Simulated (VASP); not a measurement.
Crystal: Al2Au.

```
CELL_PARAMETERS angstrom
0.00000 3.00000 3.00000
3.00000 0.00000 3.00000
3.00000 3.00000 0.00000
ATOMIC_POSITIONS crystal
Al 0.25000 0.25000 0.25000
Al 0.75000 0.75000 0.75000
Au 0.00000 0.00000 0.00000
```

| Quantity | Value |
| --- | --- |
| Program | VASP 6.6.1 |
| Task | relaxation of cell and atoms |
| Functional | PBE |
| Potentials or basis | VASP PAW PBE potentials, release 64 (Al, Au) |
| Cutoff | 600 eV |
| k mesh | 12 × 12 × 12 |
| Occupations | gaussian, width 0.1 eV |
| Spin | no spin polarisation |

At the start: pressure 3.2 GPa; volume 18.00 Å³/atom.

Question: Where does the relaxation end?

Answer: Over 3 steps the energy falls by 5.0 meV/atom and the volume is 18.52 Å³/atom (+2.9 %); space group Fm-3m (No. 225, to 0.05 Å).

The path:
```
step  energy change (eV)  largest force (eV/Å)  pressure (GPa)  volume (Å³)
   1              0.0000                0.0000            3.19        54.00
   2             -0.0055                0.0000           -2.30        56.85
   3             -0.0150                0.0000            0.00        55.56
```

Final structure:
```
Al Au
1.0
     0.00000    3.02856    3.02856
     3.02856    0.00000    3.02856
     3.02856    3.02856    0.00000
Al Au
2 1
Direct
  0.25000 0.25000 0.25000
  0.75000 0.75000 0.75000
  0.00000 0.00000 0.00000
```
